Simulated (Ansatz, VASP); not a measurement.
## Cl in VASP and in Ansatz

```xyz
2
Lattice="12.0000 0.0000 0.0000 0.0000 12.2000 0.0000 0.0000 0.0000 12.4000" Properties=species:S:1:pos:R:3 pbc="T T T"
Cl    6.0000    6.1000    5.1980
Cl    6.0000    6.1000    7.2020
```

Alike in both runs: task single point; functional PBE; k mesh 1 × 1 × 1; occupations gaussian, width 0.01 eV; non-collinear spin, spin-orbit coupling.

|  | VASP | Ansatz |
| --- | --- | --- |
| version | VASP 6.6.1 | Ansatz 0.2.0 |
| potentials or method | VASP PAW PBE potentials, release 64 (Cl), cutoff 400 eV | plane waves, PAW |
| valence electrons in the cell | 14 | 14 |

|  | VASP | Ansatz | Ansatz less VASP |
| --- | --- | --- | --- |
| rms of the force components (eV/Å) | 0.109 | 0.000 | -0.1086 |

Atom by atom the forces differ by 0.109 eV/Å (rms over components).
